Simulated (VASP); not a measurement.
Input of a VASP 6.6.1 run:

Contents of INCAR:

```
  PREC = Accurate
  ENCUT = 520
  EDIFF = 1E-8
  ISMEAR = -1
  SIGMA = 0.15
  LREAL = F
  LASPH = T
  NELM = 100
  ALGO = Normal
  ISIF = 2
  LWAVE = F
  LCHARG = T
  GGA = PE
  IBRION = 8
  NSW = 1
```

KPOINTS

```
regular mesh
0
Gamma
  18 18 14
```

File POSCAR:

```
TaN
1.0
    2.9711793728      0.0000000000      0.0000000000
   -1.4855896864      2.5731168161      0.0000000000
    0.0000000000      0.0000000000      2.9142484981
Ta N
1 1
Direct
    0.3333333333      0.6666666667      0.5000000000
    0.0000000000      0.0000000000      0.0000000000
```

Potentials or basis: VASP PAW PBE potentials, release 64 (Ta_pv, N).

The run is started by

```console
$ cat potpaw_PBE.64/Ta_pv/POTCAR potpaw_PBE.64/N/POTCAR > POTCAR
$ mpirun -np 1 vasp_std > vasp.out
```

**Question.** Predict the highest phonon frequency at Γ, LO-TO splitting left out.

**Answer.** 507 cm⁻¹.

Phonon frequencies in cm⁻¹ (negative: imaginary):
```csv
q point,frequencies
"(0.000, 0.000, 0.000)",0 0 0 495 495 507
```

Caveat: the cell differs from its parent crystal (phonons at volume x 1.02); the cell wasn't relaxed at this level first, which shifts response properties.
